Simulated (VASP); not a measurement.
Set up this calculation in VASP 6.6.1, as the native input.

- Task: single point
- Functional: LDA
- Potentials or basis: VASP PAW LDA potentials, release 64 (Mg, Y_sv)
- Cutoff: 600 eV
- k mesh: 5 × 5 × 5
- Occupations: fermi-dirac, width 0.1 eV
- Spin: no spin polarisation
- Dipole correction: no
- Further INCAR settings: ALGO = Normal; EDIFF = 1e-06; NBANDS = 26

The structure of Y3Mg lies in POSCAR:

```
Y3Mg
1.0
    0.0000000000      3.8023990008      3.8023990008
    3.8023990008      0.0000000000      3.8023990008
    3.8023990008      3.8023990008      0.0000000000
Mg Y
1 3
Direct
    0.0000000000      0.0000000000      0.0000000000
    0.5000000000      0.5000000000      0.5000000000
    0.2500000000      0.2500000000      0.2500000000
    0.7500000000      0.7500000000      0.7500000000
```

One way to write it, as run:

INCAR

```
PREC = Accurate
ENCUT = 600
EDIFF = 1E-6
ISMEAR = -1
SIGMA = 0.1
LREAL = False
LASPH = True
NELM = 120
ALGO = Normal
ISIF = 2
LWAVE = False
LCHARG = False
GGA = CA
NBANDS = 26
GGA_COMPAT = False
```

KPOINTS

```
Automatic mesh
0
Gamma
  5 5 5
```

Potentials or basis: VASP PAW LDA potentials, release 64 (Mg, Y_sv).

The run is started by

```sh
$ cat potpaw_LDA.64/Mg/POTCAR potpaw_LDA.64/Y_sv/POTCAR > POTCAR
$ mpirun -np 1 vasp_std > vasp.out
```

Results of the run:

```yaml
Pressure: -0.3 GPa
Band_gap_on_the_k_mesh: zero (an odd number of electrons rules out a gap without spin polarisation)
```

Run time: 26 s on 1 thread of Intel(R) Xeon(R) 6975P-C (Granite Rapids), with other jobs on the host, peak memory 0.27 GiB.
